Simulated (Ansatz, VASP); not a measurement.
## HfSi2 in VASP and in Ansatz

The input INCAR:

```
  PREC = Accurate
  ENCUT = 500
  EDIFF = 1E-7
  ISMEAR = 0
  SIGMA = 0.1
  LREAL = False
  LASPH = True
  NELM = 120
  ALGO = Normal
  ISIF = 3
  LWAVE = False
  LCHARG = False
  GGA = PE
  IBRION = 2
  NSW = 100
  EDIFFG = -0.005
  GGA_COMPAT = False
  NELMIN = 4
```

The input KPOINTS:

```
Automatic mesh
0
Gamma
  10 10 10
```

File POSCAR:

```
HfSi2
1.0
    1.8501392541     -7.2783947509      0.0000000000
    1.8501392541      7.2783947509      0.0000000000
    0.0000000000      0.0000000000      3.6540200966
Hf Si
2 4
Direct
    0.6049707113      0.3950292887      0.2500000000
    0.3950292887      0.6049707113      0.7500000000
    0.9453849173      0.0546150827      0.2500000000
    0.0546150827      0.9453849173      0.7500000000
    0.2499640651      0.7500359349      0.2500000000
    0.7500359349      0.2499640651      0.7500000000
```

Input for Ansatz:

```yaml
crystal:
  lattice:
    - [1.8501392541, -7.2783947509, 0.0]
    - [1.8501392541, 7.2783947509, 0.0]
    - [0.0, 0.0, 3.6540200966]
  atoms:
    - { symbol: Hf, position: [0.6049707113, 0.3950292887, 0.25] }
    - { symbol: Hf, position: [0.3950292887, 0.6049707113, 0.75] }
    - { symbol: Si, position: [0.9453849173, 0.0546150827, 0.25] }
    - { symbol: Si, position: [0.0546150827, 0.9453849173, 0.75] }
    - { symbol: Si, position: [0.2499640651, 0.7500359349, 0.25] }
    - { symbol: Si, position: [0.7500359349, 0.2499640651, 0.75] }
basis:
  ecutwfc: 420
kpoints:
  mp_grid: { grid: [10, 10, 10] }
hamiltonian:
  xc: pbe
scf:
  occupations: { method: gaussian, width: 0.1 }
output:
  forces: true
  stress: true
  eigenvalues: true
relax:
  adjacent_minimum: "off"
  f_tol: 0.005
  max_steps: 80
  cell: { stress_tol: 0.05 }
```

Alike in both runs: task relaxation of cell and atoms; functional PBE; k mesh 10 × 10 × 10; occupations gaussian, width 0.1 eV; no spin polarisation.

```csv
,VASP,Ansatz
version,VASP 6.6.1,Ansatz 0.2.0
potentials or method,"VASP PAW PBE potentials, release 64 (Hf_pv, Si), cutoff 500 eV","scalar-relativistic, plane waves, PAW"
valence electrons in the cell,36,68
```

|  | VASP | Ansatz | Ansatz less VASP |
| --- | --- | --- | --- |
| gap on the k mesh at the Fermi level, each at its own relaxed structure (eV) | none | none | - |
| relaxed volume (Å³/atom) | 16.39 | 16.39 | 0.000 |
| relaxed cell length with the largest relative difference (Å) | 3.658 | 3.659 | +0.0012 |

A gap of «none» marks a metal or a gap that the smearing closes. VASP's potentials hold 36 valence electrons a cell and Ansatz's 68, so a difference there can come from the potentials and not from the codes.

Neither program's run includes spin-orbit coupling.
